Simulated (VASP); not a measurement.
Wanted: the native input for a VASP 6.6.1 run.

| Item | Value |
| --- | --- |
| Task | single point |
| Functional | LDA |
| Potentials or basis | VASP PAW LDA potentials, release 64 (Ca_sv) |
| Cutoff | 520 eV |
| k mesh | 8 × 8 × 8 |
| Occupations | methfessel-paxton, width 0.2 eV |
| Spin | no spin polarisation |
| Dipole correction | no |
| Further INCAR settings | ALGO = Fast; EDIFF = 1e-06; NBANDS = 11 |

The structure of Ca lies in POSCAR:

```
Ca
1.0
    0.0000000000      2.7564359112      2.7564359112
    2.7564359112      0.0000000000      2.7564359112
    2.7564359112      2.7564359112      0.0000000000
Ca
1
Direct
    0.0000000000      0.0000000000      0.0000000000
```

These files were run (other wordings do the same):

INCAR

```
SYSTEM = Ca
ALGO = Fast
EDIFF = 1E-6
ENCUT = 520
ISIF = 2
ISMEAR = 1
LASPH = .TRUE.
LCHARG = .FALSE.
LREAL = .FALSE.
LWAVE = .FALSE.
NBANDS = 11
NELM = 80
PREC = Accurate
SIGMA = 0.2
```

KPOINTS

```
k-points
0
G
  8 8 8
  0 0 0
```

Potentials or basis: VASP PAW LDA potentials, release 64 (Ca_sv).

Command:

```console
$ cat potpaw_LDA.64/Ca_sv/POTCAR > POTCAR
$ mpirun -np 1 vasp_std > vasp.out
```

It gave:

```yaml
Pressure: -1.6 GPa
Band_gap_on_the_k_mesh: zero (bands 5 and 6 overlap by 0.27 eV)
```

Run time: 8.7 s on 1 thread of Intel(R) Xeon(R) Platinum 8488C (Sapphire Rapids), with other jobs on the host, peak memory 0.14 GiB.
